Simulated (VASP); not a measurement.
Set up this calculation in VASP 6.6.1, as the native input.

- Task: single point
- Functional: r2SCAN
- Potentials or basis: VASP PAW PBE potentials, release 64 (As)
- Cutoff: 550 eV
- k mesh: 6 × 6 × 6
- Occupations: gaussian, width 0.1 eV
- Spin: no spin polarisation
- Dipole correction: no
- Further INCAR settings: ALGO = Normal; EDIFF = 1e-06; NBANDS = 12

Crystal: As.

```xyz
2
Lattice="1.8797 1.0853 3.4858 -1.8797 1.0853 3.4858 0.0000 -2.1705 3.4858" Properties=species:S:1:pos:R:3 pbc="T T T"
As    0.0000    0.0000    2.3795
As    0.0000    0.0000    8.0779
```

The input as run:

POSCAR

```
As
1.0
    1.8797494575      1.0852738553      3.4857700000
   -1.8797494575      1.0852738553      3.4857700000
    0.0000000000     -2.1705477106      3.4857700000
As
2
Direct
    0.2275400000      0.2275400000      0.2275400000
    0.7724600000      0.7724600000      0.7724600000
```

INCAR.step1

```
ALGO = Normal ; EDIFF = 1E-5
ENCUT = 550 ; GGA = PE
GGA_COMPAT = F ; ISMEAR = 0
LASPH = T ; LCHARG = F
LREAL = F ; LWAVE = T
NBANDS = 12 ; NELM = 120
PREC = Accurate ; SIGMA = 0.1
```

INCAR.step2

```
ALGO = Normal ; EDIFF = 1E-6
ENCUT = 550 ; GGA_COMPAT = F
ISIF = 2 ; ISMEAR = 0
ISTART = 1 ; LASPH = T
LCHARG = T ; LELF = T
LMIXTAU = T ; LREAL = F
LVHAR = T ; LWAVE = F
METAGGA = R2SCAN ; NBANDS = 12
NELM = 120 ; PREC = Accurate
SIGMA = 0.1
```

KPOINTS

```
k-points
0
Gamma
  6 6 6
```

Potentials or basis: VASP PAW PBE potentials, release 64 (As).

Command:

```bash
$ cat potpaw_PBE.64/As/POTCAR > POTCAR
$ cp INCAR.step1 INCAR
$ mpirun -np 1 vasp_std > vasp.out
$ cp INCAR.step2 INCAR
$ mpirun -np 1 vasp_std > vasp.out
```

It gave:

```
Pressure               : 1.7 GPa
Largest force          : 0.139 eV/Å
Band gap on the k mesh : zero (bands 5 and 6 overlap by 0.20 eV)
```

Caveat: the PAW data sets were made with another functional, which shifts forces and pressure a little.

It took 2.2 min on 1 thread of Oxide Virtual Turin-like Processor, with other jobs on the host, peak memory 0.15 GiB.
